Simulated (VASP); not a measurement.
# HfO2: single point with PBEsol

HfO2:

```
Hf O
1.0
     0.21067    2.67565    2.67565
     2.67565    0.21067    2.67565
     2.67565    2.67565    0.21067
Hf O
1 2
Cartesian
  0.0000 0.0000 0.0000
  1.3905 1.3905 1.3905
  4.1715 4.1715 4.1715
```

```
Program             : VASP 6.6.1
Task                : single point
Functional          : PBEsol
Potentials or basis : VASP PAW PBE potentials, release 64 (Hf_pv, O)
Cutoff              : 520 eV
k mesh              : 8 × 8 × 8
Occupations         : gaussian, width 0.05 eV
Spin                : no spin polarisation
```

The pressure is -12.1 GPa. The largest force is 0.267 eV/Å and the band gap on the k mesh is 3.70 eV, direct.

Forces in eV/Å, atoms in the order of the input:
```
Hf   0.000  0.000  0.000
O   -0.154 -0.154 -0.154
O    0.154  0.154  0.154
```

Stress tensor (GPa, compression positive):
```
-12.12  -3.45  -3.45
 -3.45 -12.12  -3.45
 -3.45  -3.45 -12.12
```

Levels at points of the mesh, in eV from the valence-band top:
```csv
k point,band 7,band 8,band 9,band 10,band 11,band 12,band 13,band 14,band 15,band 16
"(0.00, 0.00, 0.00)",-5.05,-5.05,-0.62,-0.62,-0.37,3.84,3.84,5.39,9.33,10.42
"(0.50, 0.00, 0.00)",-4.03,-3.20,-2.61,-1.85,-1.64,4.37,4.96,6.88,8.40,8.89
"(0.50, 0.50, 0.00)",-3.55,-3.03,-1.99,-0.97,0.00,3.70,5.47,5.70,7.93,8.72
"(0.50, 0.50, 0.50)",-4.29,-2.78,-2.59,-1.60,-1.60,4.33,4.33,5.61,8.90,9.62
```

Wall time 17 s on 1 thread of Intel(R) Xeon(R) 6975P-C (Granite Rapids), on a shared host, peak memory 0.18 GiB.

Caveat: the PAW data sets were made with another functional, which shifts forces and pressure a little; spin-orbit coupling is left out, which moves the levels of the heavy elements. A k mesh can miss the band edges.
